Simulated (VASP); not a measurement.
# NaW (Cmmm) in VASP: notebook

Runs on NaW. Level: PBE. Tasks: single point.

Program: VASP 6.6.1. These are calculated values, not measurements. Logs are shortened: lines on timing, memory, paths and dates and some standing lists are left out, and cuts for length are marked.

### 1 The cell of the first run

The structure is orthorhombic, space group Cmmm (No. 65). Conventional cell: a = 2.885 Å, b = 4.595 Å, c = 5.696 Å, α = 90.00°, β = 90.00°, γ = 90.00°. Within 3.7 Å of Na (site symmetry mmm) lie 6 Na at 2.71 to 2.89 Å and 8 W at 3.19 to 3.66 Å. Within 3.7 Å of W (site symmetry mmm) lie 6 W at 2.71 to 2.89 Å and 8 Na at 3.19 to 3.66 Å.

The cell was generated, and may not be a known phase.

### 2 Single point, PBE

INCAR

```
ALGO = Normal ; EDIFF = 1E-7
ENCUT = 520 ; GGA = PE
ISIF = 2 ; ISMEAR = 0
LASPH = True ; LCHARG = False
LREAL = False ; LWAVE = False
NBANDS = 29 ; NELM = 100
PREC = Accurate ; SIGMA = 0.1
```

KPOINTS

```
k-points
0
Gamma
  6 6 6
```

POSCAR

```
NaW
1.0
   -5.6964205502      2.2973483171      1.4426654931
    5.6964205502     -2.2973483171      1.4426654931
    5.6964205502      2.2973483171     -1.4426654931
Na W
2 2
Direct
    0.5000000000      0.5000000000      0.5000000000
    0.5000000000      0.0000000000      0.0000000000
    1.0000000981      0.2500000981      0.7500000000
   -0.0000000981      0.7499999019      0.2500000000
```

Potentials or basis: VASP PAW PBE potentials, release 64 (Na_pv, W_sv).

On the command line:

```sh
$ cat potpaw_PBE.64/Na_pv/POTCAR potpaw_PBE.64/W_sv/POTCAR > POTCAR
$ mpirun -np 1 vasp_std > vasp.out
```

OUTCAR:

```text
EDIFF = 1E-7
   ENCUT = 520
   GGA = PE
   ISIF = 2
   ISMEAR = 0
   LASPH = True
   LREAL = False
   NELM = 100
   PREC = Accurate

 ion  position               nearest neighbor table
   1  0.500  0.500  0.500-   2 2.71   2 2.71   2 2.71   2 2.71
   2  0.500  0.000  0.000-   1 2.71   1 2.71   1 2.71   1 2.71
   3  0.000  0.250  0.750-   4 2.71   4 2.71   4 2.71   4 2.71
   4  1.000  0.750  0.250-   3 2.71   3 2.71   3 2.71   3 2.71

  LATTYP: Found a body centered orthorhombic cell.
 ALAT       =     2.8853309862
 B/A-ratio  =     1.5924331233
 C/A-ratio  =     3.9485387135

  Lattice vectors:

 A1 = (  -5.6964205502,  -2.2973483171,   1.4426654931)
 A2 = (  -5.6964205502,   2.2973483171,  -1.4426654931)
 A3 = (   5.6964205502,  -2.2973483171,  -1.4426654931)

Analysis of symmetry for initial positions (statically):
=====================================================================
 Subroutine PRICEL returns following result:

  LATTYP: Found a base centered orthorhombic cell.
 ALAT       =     2.8853309862
 B/A-ratio  =     1.5924331233
 C/A-ratio  =     1.9742693568

  Lattice vectors:

 A1 = (   0.0000000000,   2.2973483171,   1.4426654931)
 A2 = (   0.0000000000,  -2.2973483171,   1.4426654931)
 A3 = (   5.6964205502,   0.0000000000,   0.0000000000)

   2 primitive cells build up your supercell.

 Routine SETGRP: Setting up the symmetry group for a
 body centered orthorhombic supercell.

 Subroutine GETGRP returns: Found  8 space group operations
 (whereof  4 operations were pure point group operations)
 out of a pool of  8 trial point group operations.

The static configuration has the point symmetry C_2h.
 The point group associated with its full space group is D_2h.

Analysis of symmetry for dynamics (positions and initial velocities):
=====================================================================
 Subroutine PRICEL returns following result:

  LATTYP: Found a base centered orthorhombic cell.
 ALAT       =     2.8853309862
 B/A-ratio  =     1.5924331233
 C/A-ratio  =     1.9742693568

  Lattice vectors:

 A1 = (   0.0000000000,   2.2973483171,   1.4426654931)
 A2 = (   0.0000000000,  -2.2973483171,   1.4426654931)
 A3 = (   5.6964205502,   0.0000000000,   0.0000000000)

   2 primitive cells build up your supercell.

 Routine SETGRP: Setting up the symmetry group for a
 body centered orthorhombic supercell.

 Subroutine GETGRP returns: Found  8 space group operations
 (whereof  4 operations were pure point group operations)
 out of a pool of  8 trial point group operations.

The dynamic configuration has the point symmetry C_2h.
 The point group associated with its full space group is D_2h.

 Subroutine INISYM returns: Found  8 space group operations
 (whereof  4 operations are pure point group operations),
 and found     2 'primitive' translations

----------------------------------------------------------------------------------------

                                     Primitive cell

  volume of cell :      37.7594

  direct lattice vectors                    reciprocal lattice vectors
     0.000000000  2.297348317  1.442665493     0.000000000  0.217642225  0.346580689
     0.000000000 -2.297348317  1.442665493     0.000000000 -0.217642225  0.346580689
     5.696420550  0.000000000  0.000000000     0.175548837  0.000000000  0.000000000

  length of vectors
     2.712764829  2.712764829  5.696420550     0.409250916  0.409250916  0.175548837

  position of ions in fractional coordinates (direct lattice)
     0.500000000  0.000000000  0.500000000
     0.000000098  0.500000098  0.000000000

  ion indices of the primitive-cell ions
   primitive index   ion index
                 1           1
                 2           3

----------------------------------------------------------------------------------------

 KPOINTS: k-points

Automatic generation of k-mesh.
 Grid dimensions read from file:
 generate k-points for:    6    6    6

 Generating k-lattice:

  Cartesian coordinates                     Fractional coordinates (reciprocal lattice)
     0.000000000  0.036273704  0.057763448     0.166666667  0.000000000  0.000000000
     0.014629070  0.000000000  0.057763448     0.000000000  0.166666667  0.000000000
     0.014629070  0.036273704  0.000000000     0.000000000  0.000000000  0.166666667

  Length of vectors
     0.068208486  0.059587126  0.039112547

  Shift w.r.t. Gamma in fractional coordinates (k-lattice)
     0.000000000  0.000000000  0.000000000

 Subroutine IBZKPT returns following result:
 ===========================================

 Found     46 irreducible k-points:

 Following reciprocal coordinates:
            Coordinates               Weight
  0.000000  0.000000  0.000000      1.000000
  0.166667 -0.000000  0.000000      4.000000
  0.333333 -0.000000  0.000000      4.000000
  0.500000  0.000000  0.000000      2.000000
  0.000000  0.166667 -0.000000      4.000000
  0.166667  0.166667  0.000000      8.000000
[... 16 lines left out ...]
 -0.166667  0.166667  0.166667      2.000000
  0.166667  0.333333  0.166667      4.000000
 [... further k-points ...]
   k-points           NKPTS =     46   k-points in BZ     NKDIM =     46   number of bands    NBANDS=     29
   number of dos      NEDOS =    301   number of ions     NIONS =      4
   total plane-waves  NPLWV = 110592
   dimension x,y,z NGX =    48 NGY =   48 NGZ =   48
   dimension x,y,z NGXF=    96 NGYF=   96 NGZF=   96
   ions per type =               2   2
   NGX,Y,Z   is equivalent  to a cutoff of  12.65, 12.65, 12.65 a.u.
   NGXF,Y,Z  is equivalent  to a cutoff of  25.30, 25.30, 25.30 a.u.
 SYSTEM =  unknown system
   PREC   = accura    normal or accurate (medium, high low for compatibility)
   ISTART =      0    job   : 0-new  1-cont  2-samecut
   ICHARG =      2    charge: 1-file 2-atom 10-const
   ISPIN  =      1    spin polarized calculation?
   LNONCOLLINEAR =      F non collinear calculations
   LSORBIT =      F    spin-orbit coupling
   LASPH  =      T    aspherical Exc in radial PAW
   ENCUT  =  520.0 eV  38.22 Ry    6.18 a.u.  11.73 11.73 11.73*2*pi/ulx,y,z
   NELM   =    100;   NELMIN=  2; NELMDL= -5     # of ELM steps
   EDIFF  = 0.1E-06   stopping-criterion for ELM
   LREAL  =      F    real-space projection
   EDIFFG = 0.1E-05   stopping-criterion for IOM
   NSW    =      0    number of steps for IOM
   IBRION =     -1    ionic relax: 0-MD 1-quasi-New 2-CG
   NFREE  =      0    steps in history (QN), initial steepest desc. (CG)
   ISIF   =      2    stress and relaxation
   ISYM   =      2    0-nonsym 1-usesym 2-fastsym
   POTIM  = 0.5000    time-step for ionic-motion
   TEBEG  =    0.0;   TEEND  =   0.0 temperature during run
   PSTRESS=    0.0 pullay stress
   NELECT =      42.0000    total number of electrons
   NUPDOWN=      -1.0000    fix difference up-down
   EMIN   =  10.00;   EMAX   =-10.00  energy-range for DOS
   EFERMI =   0.00;   METHOD = LEGACY
   ISMEAR =     0;   SIGMA  =   0.10  broadening in eV -4-tet -1-fermi 0-gaus
   EFERMI_NEDOS =   21; number of points for ismear=-14 and -15
   IALGO  =     38    algorithm
   IMIX   =      4    mixing-type and parameters
     AMIX     =   0.40;   BMIX     =  1.00
     AMIX_MAG =   1.60;   BMIX_MAG =  1.00
  volume/ion in A,a.u.               =      18.88       127.41
  Fermi-wavevector in a.u.,A,eV,Ry     =   1.346294  2.544126 24.660644  1.812506
  Thomas-Fermi vector in A             =   2.474137
   LORBIT       =      0    0 simple, 1 ext, 2 COOP (PROOUT), +10 PAW based schemes
   GGA     = PE    functional components
   LHFCALC =     F    Hartree Fock is set to
   AEXX    =    0.0000 exact exchange contribution
   IVDW    =     0    specifies the selected vdW correction
   LEPSILON=     F    determine dielectric tensor
   LRPA    =     F    only Hartree local field effects (RPA)
 non-spin polarized calculation
 Gauss-broadening in eV      SIGMA  =   0.10
  energy-cutoff  :      520.00
  volume of cell :       75.52
 maximum number of plane-waves:      2051
   NGX = 23   NGY = 23   NGZ = 23

 number of electron      41.9999991 magnetization

 Free energy of the ion-electron system (eV)
  ---------------------------------------------------
  ext. energy  EPLUGINS =         0.00000000
  ---------------------------------------------------
  free energy    TOTEN  =       -24.62617149 eV

  energy without entropy =      -24.61665400  energy(sigma->0) =      -24.62141274

 E-fermi :   5.6693     XC(G=0): -10.6014

 val. band max:        5.6541690217   @ k =  -0.1667  -0.3333   0.1667
 cond. band min:       5.6729528792   @ k =   0.5000  -0.1667   0.1667
 fundamental gap:      0.0187838575
 Fermi energy:         5.6693064927

 k-point     1 :       0.0000    0.0000    0.0000
  band No.  band energies     occupation
      1     -68.2629      2.00000
      2     -68.1321      2.00000
      3     -32.9534      2.00000
      4     -32.5895      2.00000
      5     -32.3846      2.00000
      6     -32.2827      2.00000
[... 21 lines left out ...]
     28       9.4356      0.00000
     29      10.8930      0.00000

 k-point     2 :       0.1667   -0.0000    0.0000
  band No.  band energies     occupation
      1     -68.2392      2.00000
      2     -68.1410      2.00000
      3     -32.8177      2.00000
      4     -32.5506      2.00000
      5     -32.3966      2.00000
      6     -32.3433      2.00000
[... 21 lines left out ...]
     28       8.9544      0.00000
     29      11.9059      0.00000

 k-point     3 :       0.3333   -0.0000    0.0000
  band No.  band energies     occupation
      1     -68.1914      2.00000
      2     -68.1586      2.00000
      3     -32.8437      2.00000
      4     -32.6770      2.00000
      5     -32.4718      2.00000
      6     -32.4203      2.00000
[... 638 lines left out ...]
      5     -32.3846      2.00000
      6     -32.2827      2.00000
[... 21 lines left out ...]
     28       9.8757      0.00000
     29      11.2499      0.00000

 k-point    24 :       0.1667    0.3333    0.1667
  band No.  band energies     occupation
      1     -68.1674      2.00000
      2     -68.1674      2.00000
      3     -32.8875      2.00000
      4     -32.8875      2.00000
      5     -32.4321      2.00000
      6     -32.4321      2.00000
[... 21 lines left out ...]
     28      10.9409      0.00000
     29      12.3745      0.00000

 [... further k-points ...]

------------------------ aborting loop because EDIFF is reached ----------------------------------------

  FORCE on cell =-STRESS in cart. coord.  units (eV):
  Direction    XX          YY          ZZ          XY          YZ          ZX
  --------------------------------------------------------------------------------------
  -------------------------------------------------------------------------------------
  Total        0.0486910      0.1075520      0.0864041      0.0000000      0.0000000      0.0000000
  in kB        1.0330104      2.2817831      1.8331182      0.0000000      0.0000000      0.0000000
  external PRESSURE =       1.7159706 kB  Pullay stress =       0.0000000 kB

 VOLUME and BASIS-vectors are now :
 -----------------------------------------------------------------------------
  energy-cutoff  :      520.00
  volume of cell :       75.52
      direct lattice vectors                 reciprocal lattice vectors
    -5.696420550  2.297348317  1.442665493     0.000000000  0.217642225  0.346580689
     5.696420550 -2.297348317  1.442665493     0.087774418  0.000000000  0.346580689
     5.696420550  2.297348317 -1.442665493     0.087774418  0.217642225  0.000000000

 POSITION                                       TOTAL-FORCE (eV/Angst)
 -----------------------------------------------------------------------------------
      2.84821      1.14867      0.72133        -0.000000     -0.000000     -0.000000
     -2.84821      1.14867      0.72133        -0.000000     -0.000000     -0.000000
      5.69642      1.14867     -0.72133         0.000000     -0.000000      0.000000
      0.00000      1.14867      2.16400        -0.000000      0.000000     -0.000000
 -----------------------------------------------------------------------------------
    total drift:                                0.000000     -0.000000      0.000000

  FREE ENERGIE OF THE ION-ELECTRON SYSTEM (eV)
  ---------------------------------------------------
  free  energy   TOTEN  =       -24.6261714911 eV

  energy  without entropy=      -24.6166539980  energy(sigma->0) =      -24.62141274
```

It took 2.3 min on 1 thread of AMD EPYC 9R45 (Zen 5), shared host; peak memory 0.33 GiB.

Results:

```
Free energy            : -24.6262 eV
Pressure               : 0.2 GPa
Band gap on the k mesh : zero (bands 21 and 22 overlap by 2.27 eV)
```

Levels at points of the mesh, in eV from the Fermi level:
| k point | band 18 | band 19 | band 20 | band 21 | band 22 | band 23 | band 24 | band 25 |
| --- | --- | --- | --- | --- | --- | --- | --- | --- |
| (0.00, 0.00, 0.00) | -2.82 | -1.03 | -0.79 | 0.58 | 0.93 | 1.36 | 2.43 | 2.80 |
| (0.50, 0.00, 0.00) | -2.83 | -0.56 | -0.09 | 1.17 | 1.78 | 2.18 | 2.38 | 2.40 |
| (0.00, 0.50, 0.00) | -1.91 | -1.75 | -1.75 | -0.21 | -0.21 | 0.21 | 0.21 | 3.36 |
| (0.50, 0.50, 0.00) | -2.48 | -1.60 | -1.60 | -0.47 | -0.47 | 1.65 | 1.65 | 2.11 |
| (0.50, 0.50, 0.50) | -2.75 | -2.26 | -1.03 | 0.06 | 0.94 | 1.36 | 1.71 | 3.01 |

Caveat: the k points lie up to 0.37 Å⁻¹ apart, too coarse for converged energies and pressures of a metal; spin-orbit coupling is left out, which moves the levels of the heavy elements.

(Part 1 of 2 ends here.)
